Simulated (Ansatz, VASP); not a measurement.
## One calculation of Au, two programs

```
Au
1.0
     0.00000    2.05976    2.05976
     2.05976    0.00000    2.05976
     2.05976    2.05976    0.00000
Au
1
Direct
  0.00000 0.00000 0.00000
```

Alike in both runs: task single point; functional PBEsol; k mesh 18 × 18 × 18; occupations gaussian, width 0.1 eV; no spin polarisation.

|  | VASP | Ansatz |
| --- | --- | --- |
| version | VASP 6.6.1 | Ansatz 0.2.0 |
| potentials or method | VASP PAW PBE potentials, release 64 (Au), cutoff 520 eV | scalar-relativistic, plane waves, PAW |
| valence electrons in the cell | 11 | 19 |

```csv
,VASP,Ansatz,Ansatz less VASP
gap on the k mesh at the Fermi level (eV),none,none,-
pressure (GPa),-4.5,-4.3,+0.27
```

VASP's potentials were made for PBE, not for PBEsol. A gap of «none» marks a metal or a gap that the smearing closes. VASP's potentials hold 11 valence electrons a cell and Ansatz's 19, so a difference there can come from the potentials and not from the codes.

Spin-orbit coupling is off throughout.
